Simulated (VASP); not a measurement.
Wanted: the native input for a VASP 6.6.1 run.

```yaml
Task: single point
Functional: PBE
Potentials_or_basis: VASP PAW PBE potentials, release 64 (Sn_d, Se)
Cutoff: 520 eV
k_mesh: 12 × 12 × 6
Occupations: gaussian, width 0.05 eV
Spin: no spin polarisation
Dipole_correction: no
Further_INCAR_settings: ALGO = Normal; EDIFF = 1e-06; NBANDS = 20
```

The structure of SnSe2 lies in POSCAR:

```
SnSe2
1.0
    3.9253287450      0.0000000000      0.0000000000
   -1.9626643725      3.3994344114      0.0000000000
    0.0000000000      0.0000000000      6.0449450000
Sn Se
1 2
Direct
    0.0000000000      0.0000000000      0.0000000000
    0.3333333333      0.6666666667      0.2500000000
    0.6666666667      0.3333333333      0.7500000000
```

This cell differs from its parent crystal: strain +0.030 along x and y, -0.015 along z.

The input as run:

INCAR

```
SYSTEM = SnSe2
ALGO = Normal
EDIFF = 1E-6
ENCUT = 520
GGA = PE
ISIF = 2
ISMEAR = 0
LASPH = .TRUE.
LCHARG = .FALSE.
LREAL = .FALSE.
LWAVE = .FALSE.
NBANDS = 20
NELM = 100
PREC = Accurate
SIGMA = 0.05
```

KPOINTS

```
k-points
0
G
  12 12 6
  0 0 0
```

Potentials or basis: VASP PAW PBE potentials, release 64 (Sn_d, Se).

Command:

```sh
$ cat potpaw_PBE.64/Sn_d/POTCAR potpaw_PBE.64/Se/POTCAR > POTCAR
$ mpirun -np 1 vasp_std > vasp.out
```

Results of the run:

```yaml
Pressure: 2.0 GPa
Largest_force: 0.538 eV/Å
Band_gap_on_the_k_mesh: 0.43 eV
```

Caveat: the cell differs from its parent crystal (strain +0.030 along x and y, -0.015 along z); semilocal functionals underestimate gaps, and a narrow one can read as zero; spin-orbit coupling is left out, which moves the levels of the heavy elements; this functional lacks dispersion, which binds layers or chains, so the pressure and a relaxed spacing across them are unreliable.

Run time: 99 s on 1 thread of Intel(R) Xeon(R) Platinum 8488C (Sapphire Rapids), on a shared host, peak memory 0.3 GiB.
